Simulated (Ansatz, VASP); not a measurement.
## One calculation of HfO2, two programs

```
Hf O
1.0
     5.06773   -0.00010   -0.00010
    -0.00010    5.06773   -0.00010
    -0.00010   -0.00010    5.06773
Hf O
4 8
Direct
  0.99865 0.99865 0.99865
  0.99866 0.49866 0.49866
  0.49866 0.99866 0.49866
  0.49866 0.49866 0.99866
  0.22830 0.22830 0.22830
  0.27565 0.27564 0.72166
  0.27564 0.72166 0.27565
  0.22833 0.76903 0.76904
  0.72166 0.27565 0.27564
  0.76904 0.22833 0.76903
  0.76903 0.76904 0.22833
  0.72173 0.72173 0.72173
```

Alike in both runs: functional PBEsol; k mesh 4 × 4 × 4; no spin polarisation.

Ansatz relaxed the structure, and its values are those at the end. VASP's run is a single point on that final structure, the one shown.

|  | VASP | Ansatz |
| --- | --- | --- |
| version | VASP 6.6.1 | Ansatz 0.2.0 |
| potentials or method | VASP PAW PBE potentials, release 64 (Hf_pv, O), cutoff 520 eV | scalar-relativistic, plane waves, PAW |
| occupations | gaussian, width 0.01 eV | fixed |
| valence electrons in the cell | 88 | 152 |

```csv
,VASP,Ansatz,Ansatz less VASP
gap on the k mesh at the Fermi level (eV),4.32,4.32,+0.001
least direct gap on the mesh (eV),4.37,4.37,+0.004
pressure (GPa),-3.4,0.0,+3.39
rms of the force components (eV/Å),0.005,0.000,-0.0048
```

VASP's potentials were made for PBE, not for PBEsol. VASP's potentials hold 88 valence electrons a cell and Ansatz's 152, so a difference there can come from the potentials and not from the codes.

Neither program's run includes spin-orbit coupling.
